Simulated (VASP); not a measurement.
# PbS (Pm-3m) in VASP: notebook

PbS is run at these levels: PBEsol, LDA, PBE; tasks: single point.

Everything below comes from runs of VASP 6.6.1. Logs are shortened: lines on timing, memory, paths and dates and some standing lists are left out, and cuts for length are marked.

### 1 The cell of the first run

The structure is cubic, space group Pm-3m (No. 221). The conventional cell has a = 3.629 Å, b = 3.629 Å, c = 3.629 Å, α = 90.00°, β = 90.00°, γ = 90.00°. Pb (site symmetry m-3m) has 8 S at 3.14 Å and 6 Pb at 3.63 Å within 4.1 Å. S (site symmetry m-3m) has 8 Pb at 3.14 Å and 6 S at 3.63 Å within 4.1 Å.

### 2 Single point, PBEsol

Contents of INCAR:

```
PREC = Accurate ; ENCUT = 520
EDIFF = 1E-6 ; ISMEAR = -1
SIGMA = 0.05 ; LREAL = False
LASPH = True ; NELM = 60
ALGO = Normal ; ISIF = 2
LWAVE = False ; LCHARG = True
GGA = PS ; LELF = True
LVHAR = True ; NBANDS = 17
```

Contents of KPOINTS:

```
Automatic mesh
0
Gamma
  7 7 7
```

Contents of POSCAR:

```
PbS
1.0
    3.6291370598      0.0000000000      0.0000000000
    0.0000000000      3.6291370598      0.0000000000
    0.0000000000      0.0000000000      3.6291370598
Pb S
1 1
Direct
    0.0000000000      0.0000000000      0.0000000000
    0.5000000000      0.5000000000      0.5000000000
```

Potentials or basis: VASP PAW PBE potentials, release 64 (Pb_d, S).

Command:

```bash
$ cat potpaw_PBE.64/Pb_d/POTCAR potpaw_PBE.64/S/POTCAR > POTCAR
$ mpirun -np 1 vasp_std > vasp.out
```

OUTCAR:

```text
PREC = Accurate
   ENCUT = 520
   EDIFF = 1E-6
   ISMEAR = -1
   LREAL = False
   LASPH = True
   NELM = 60
   ISIF = 2
   GGA = PS

 ion  position               nearest neighbor table
   1  0.000  0.000  0.000-   2 3.14   2 3.14   2 3.14   2 3.14   2 3.14   2 3.14   2 3.14   2 3.14

   2  0.500  0.500  0.500-   1 3.14   1 3.14   1 3.14   1 3.14   1 3.14   1 3.14   1 3.14   1 3.14

  LATTYP: Found a simple cubic cell.
 ALAT       =     3.6291370598

  Lattice vectors:

 A1 = (   3.6291370598,   0.0000000000,   0.0000000000)
 A2 = (   0.0000000000,   3.6291370598,   0.0000000000)
 A3 = (   0.0000000000,   0.0000000000,   3.6291370598)

Analysis of symmetry for initial positions (statically):
=====================================================================
 Subroutine PRICEL returns:
 Original cell was already a primitive cell.

 Routine SETGRP: Setting up the symmetry group for a
 simple cubic supercell.

 Subroutine GETGRP returns: Found 48 space group operations
 (whereof 48 operations were pure point group operations)
 out of a pool of 48 trial point group operations.

The static configuration has the point symmetry O_h .

Analysis of symmetry for dynamics (positions and initial velocities):
=====================================================================
 Subroutine PRICEL returns:
 Original cell was already a primitive cell.

 Routine SETGRP: Setting up the symmetry group for a
 simple cubic supercell.

 Subroutine GETGRP returns: Found 48 space group operations
 (whereof 48 operations were pure point group operations)
 out of a pool of 48 trial point group operations.

The dynamic configuration has the point symmetry O_h .

 Subroutine INISYM returns: Found 48 space group operations
 (whereof 48 operations are pure point group operations),
 and found     1 'primitive' translations

----------------------------------------------------------------------------------------

                                     Primitive cell

  volume of cell :      47.7980

  direct lattice vectors                    reciprocal lattice vectors
     3.629137060  0.000000000  0.000000000     0.275547598  0.000000000  0.000000000
     0.000000000  3.629137060  0.000000000     0.000000000  0.275547598  0.000000000
     0.000000000  0.000000000  3.629137060     0.000000000  0.000000000  0.275547598

  length of vectors
     3.629137060  3.629137060  3.629137060     0.275547598  0.275547598  0.275547598

  position of ions in fractional coordinates (direct lattice)
     0.000000000  0.000000000  0.000000000
[... 72 lines left out ...]
   NELM   =     60;   NELMIN=  2; NELMDL= -5     # of ELM steps
   EDIFF  = 0.1E-05   stopping-criterion for ELM
   LREAL  =      F    real-space projection
   EDIFFG = 0.1E-04   stopping-criterion for IOM
   NSW    =      0    number of steps for IOM
   IBRION =     -1    ionic relax: 0-MD 1-quasi-New 2-CG
   NFREE  =      0    steps in history (QN), initial steepest desc. (CG)
   ISIF   =      2    stress and relaxation
   ISYM   =      2    0-nonsym 1-usesym 2-fastsym
   POTIM  = 0.5000    time-step for ionic-motion
   TEBEG  =    0.0;   TEEND  =   0.0 temperature during run
   PSTRESS=    0.0 pullay stress
   NELECT =      20.0000    total number of electrons
   NUPDOWN=      -1.0000    fix difference up-down
   EMIN   =  10.00;   EMAX   =-10.00  energy-range for DOS
   EFERMI =   0.00;   METHOD = LEGACY
   ISMEAR =    -1;   SIGMA  =   0.05  broadening in eV -4-tet -1-fermi 0-gaus
   EFERMI_NEDOS =   21; number of points for ismear=-14 and -15
   IALGO  =     38    algorithm
   IMIX   =      4    mixing-type and parameters
     AMIX     =   0.40;   BMIX     =  1.00
     AMIX_MAG =   1.60;   BMIX_MAG =  1.00
  volume/ion in A,a.u.               =      23.90       161.28
  Fermi-wavevector in a.u.,A,eV,Ry     =   1.224470  2.313913 20.399577  1.499327
  Thomas-Fermi vector in A             =   2.359543
   LORBIT       =      0    0 simple, 1 ext, 2 COOP (PROOUT), +10 PAW based schemes
   GGA     = PS    functional components
   LHFCALC =     F    Hartree Fock is set to
   AEXX    =    0.0000 exact exchange contribution
   IVDW    =     0    specifies the selected vdW correction
   LEPSILON=     F    determine dielectric tensor
   LRPA    =     F    only Hartree local field effects (RPA)
 non-spin polarized calculation
  energy-cutoff  :      520.00
  volume of cell :       47.80
 maximum number of plane-waves:      1309
 NGX is ok and might be reduce to    28
   NGX = 13   NGY = 13   NGZ = 13

 number of electron      19.9999995 magnetization

 Free energy of the ion-electron system (eV)
  ---------------------------------------------------
  ext. energy  EPLUGINS =         0.00000000
  ---------------------------------------------------
  free energy    TOTEN  =        -9.00640397 eV

  energy without entropy =       -8.99655867  energy(sigma->0) =       -9.00148132

 E-fermi :   6.1141     XC(G=0): -10.4527

 val. band max:        6.0766834798   @ k =   0.2857   0.1429   0.1429
 cond. band min:       6.9741327970   @ k =   0.4286   0.4286   0.4286
 fundamental gap:      0.8974493173
 Fermi energy:         6.1140530252

 k-point     1 :       0.0000    0.0000    0.0000
  band No.  band energies     occupation
      1     -10.5923      2.00000
      2     -10.5923      2.00000
      3     -10.3666      2.00000
      4     -10.3666      2.00000
      5     -10.3666      2.00000
      6      -7.0873      2.00000
[... 377 lines left out ...]
      4     -10.3203      2.00000
      5     -10.3203      2.00000
      6      -4.7146      2.00000
[... 9 lines left out ...]
     16      19.1826      0.00000
     17      22.8647      0.00000

------------------------ aborting loop because EDIFF is reached ----------------------------------------

  FORCE on cell =-STRESS in cart. coord.  units (eV):
  Direction    XX          YY          ZZ          XY          YZ          ZX
  --------------------------------------------------------------------------------------
  -------------------------------------------------------------------------------------
  Total       -0.7870218     -0.7870218     -0.7870218      0.0000000     -0.0000000      0.0000000
  in kB      -26.3807541    -26.3807541    -26.3807541      0.0000000     -0.0000000      0.0000000
  external PRESSURE =     -26.3807541 kB  Pullay stress =       0.0000000 kB

 VOLUME and BASIS-vectors are now :
 -----------------------------------------------------------------------------
  energy-cutoff  :      520.00
  volume of cell :       47.80
      direct lattice vectors                 reciprocal lattice vectors
     3.629137060  0.000000000  0.000000000     0.275547598  0.000000000  0.000000000
     0.000000000  3.629137060  0.000000000     0.000000000  0.275547598  0.000000000
     0.000000000  0.000000000  3.629137060     0.000000000  0.000000000  0.275547598

 POSITION                                       TOTAL-FORCE (eV/Angst)
 -----------------------------------------------------------------------------------
      0.00000      0.00000      0.00000         0.000000      0.000000      0.000000
      1.81457      1.81457      1.81457         0.000000      0.000000      0.000000
 -----------------------------------------------------------------------------------
    total drift:                               -0.000000      0.000000      0.000000

  FREE ENERGIE OF THE ION-ELECTRON SYSTEM (eV)
  ---------------------------------------------------
  free  energy   TOTEN  =        -9.0064039729 eV

  energy  without entropy=       -8.9965586674  energy(sigma->0) =       -9.00148132
```

stdout:

```text
POSCAR found type information on POSCAR PbS
 POSCAR found :  2 types and       2 ions
 scaLAPACK will be used
 -----------------------------------------------------------------------------
|                                                                             |
|                                                                             |
|     You enforced a specific xc type in the INCAR file but a different       |
|     I HOPE YOU KNOW WHAT YOU ARE DOING!                                     |
|                                                                             |
 -----------------------------------------------------------------------------

 LDA part: xc-table for (Slater+PW92), standard interpolation
 POSCAR, INCAR and KPOINTS ok, starting setup
 FFT: planning ... GRIDC
 FFT: planning ... GRID_SOFT
 FFT: planning ... GRID
 WAVECAR not read
 entering main loop
```

It took 29 s on 1 thread of Intel Xeon 8259CL, shared host; peak memory 0.16 GiB.

What came out:

```
Free energy            : -9.0064 eV
Pressure               : -2.6 GPa
Band gap on the k mesh : zero (filled and empty bands touch)
```

Caveat: the PAW data sets were made with another functional, which shifts forces and pressure a little; spin-orbit coupling is left out, which moves the levels of the heavy elements.

### 3 Single point, LDA

This run uses another cell than the first one, of 24.39 Å³/atom, 1.020 times its volume.

Contents of INCAR:

```
PREC = Accurate
ENCUT = 520
EDIFF = 1E-6
ISMEAR = -1
SIGMA = 0.05
LREAL = F
LASPH = T
NELM = 80
ALGO = Normal
ISIF = 2
LWAVE = F
LCHARG = F
NBANDS = 17
```

KPOINTS is that of step 2.

Contents of POSCAR:

```
PbS
1.0
    3.6536590000      0.0000000000      0.0000000000
    0.0000000000      3.6536590000      0.0000000000
    0.0000000000      0.0000000000      3.6536590000
Pb S
1 1
Direct
    0.0000000000      0.0000000000      0.0000000000
    0.5000000000      0.5000000000      0.5000000000
```

Potentials or basis: VASP PAW LDA potentials, release 64 (Pb_d, S).

Command:

```bash
$ cat potpaw_LDA.64/Pb_d/POTCAR potpaw_LDA.64/S/POTCAR > POTCAR
$ mpirun -np 1 vasp_std > vasp.out
```

Run time: 26 s. Hardware: 1 thread of Intel Xeon 8259CL, shared host; peak memory 0.15 GiB.

Results (log left out):

* Free energy: -9.5000 eV
* Pressure: -5.3 GPa

Levels at points of the mesh, in eV from the Fermi level:
```tsv
k point	band 7	band 8	band 9	band 10	band 11	band 12	band 13	band 14
(0.00, 0.00, 0.00)	-6.66	-1.51	-1.51	-1.51	5.51	5.51	6.50	6.50
```

Caveat: spin-orbit coupling is left out, which moves the levels of the heavy elements.

### 4 Single point, PBE

This run uses another cell than the first one, of 24.39 Å³/atom, 1.020 times its volume.

Contents of INCAR:

```
SYSTEM = PbS
PREC = Accurate ; ENCUT = 520
EDIFF = 1E-7 ; ISMEAR = -1
SIGMA = 0.05 ; LREAL = .False.
LASPH = .True. ; NELM = 60
ALGO = Normal ; ISIF = 2
LWAVE = .False. ; LCHARG = .False.
GGA = PE ; NBANDS = 17
```

Contents of KPOINTS:

```
regular mesh
0
Gamma
  7 7 7
  0 0 0
```

POSCAR is that of step 3.

Potentials or basis: VASP PAW PBE potentials, release 64 (Pb_d, S).

Command:

```bash
$ cat potpaw_PBE.64/Pb_d/POTCAR potpaw_PBE.64/S/POTCAR > POTCAR
$ mpirun -np 1 vasp_std > vasp.out
```

Wall time 34 s (1 thread of Intel Xeon 8259CL, shared host); peak memory 0.16 GiB.

The run converged. Its results:

```
Free energy            : -8.2560 eV
Pressure               : -0.1 GPa
Band gap on the k mesh : 0.12 eV, indirect (least direct gap 1.44 eV)
```

Levels at points of the mesh, in eV from the valence-band top:
```csv
k point,band 7,band 8,band 9,band 10,band 11,band 12,band 13,band 14
"(0.00, 0.00, 0.00)",-6.59,-1.45,-1.45,-1.45,5.63,5.63,6.66,6.66
```

Caveat: spin-orbit coupling is left out, which moves the levels of the heavy elements. A k mesh can miss the band edges.

### 5 Summary

```tsv
level	potentials or basis	cell	gap on the mesh (eV)	pressure (GPa)
PBEsol	VASP PAW PBE potentials, release 64 (Pb_d, S)	a = 3.629 Å, 2 atoms	none	-2.6
LDA	VASP PAW LDA potentials, release 64 (Pb_d, S)	a = 3.654 Å, 2 atoms	-	-5.3
PBE	VASP PAW PBE potentials, release 64 (Pb_d, S)	a = 3.654 Å, 2 atoms	0.12	-0.1
```

Alike in all rows: task single point; no spin polarisation; k mesh 7 × 7 × 7; cutoff (eV) 520; smearing fermi-dirac 0.05 eV.

Caveats: spin-orbit coupling is left out, which moves the levels of the heavy elements; the PAW data sets were made with another functional, which shifts forces and pressure a little (some runs).

Absolute energies hang on the potentials; compare differences alone.
